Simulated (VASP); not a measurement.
# HfO2: single point with PBE+D4

The system is HfO2.

```
CELL_PARAMETERS angstrom
0.00000 2.53751 2.53751
2.53751 0.00000 2.53751
2.53751 2.53751 0.00000
ATOMIC_POSITIONS crystal
Hf 0.00000 0.00000 0.00000
O 0.25000 0.25000 0.25000
O 0.75000 0.75000 0.75000
```

```yaml
Program: VASP 6.6.1
Task: single point
Functional: PBE
Dispersion: D4
Potentials_or_basis: VASP PAW PBE potentials, release 64 (Hf_pv, O)
Cutoff: 520 eV
k_mesh: 8 × 8 × 8
Occupations: gaussian, width 0.01 eV
Spin: no spin polarisation
```

```json
{"Pressure": "-3.7 GPa", "Band gap on the k mesh": "3.79 eV, direct", "Dispersion energy per atom": "-0.194 eV"}
```

Levels at points of the mesh, in eV from the valence-band top:
| k point | band 9 | band 10 | band 11 | band 12 | band 13 | band 14 |
| --- | --- | --- | --- | --- | --- | --- |
| (0.00, 0.00, 0.00) | -0.61 | -0.61 | -0.61 | 3.87 | 3.87 | 5.81 |
| (0.50, 0.00, 0.00) | -2.72 | -1.83 | -1.83 | 4.60 | 4.60 | 6.96 |
| (0.50, 0.50, 0.00) | -1.52 | -1.52 | 0.00 | 3.79 | 5.49 | 6.61 |

Wall time 14 s on 1 thread of Intel(R) Xeon(R) Platinum 8488C (Sapphire Rapids), on a shared host, peak memory 0.16 GiB.

Caveat: spin-orbit coupling is left out, which moves the levels of the heavy elements. A k mesh can miss the band edges.
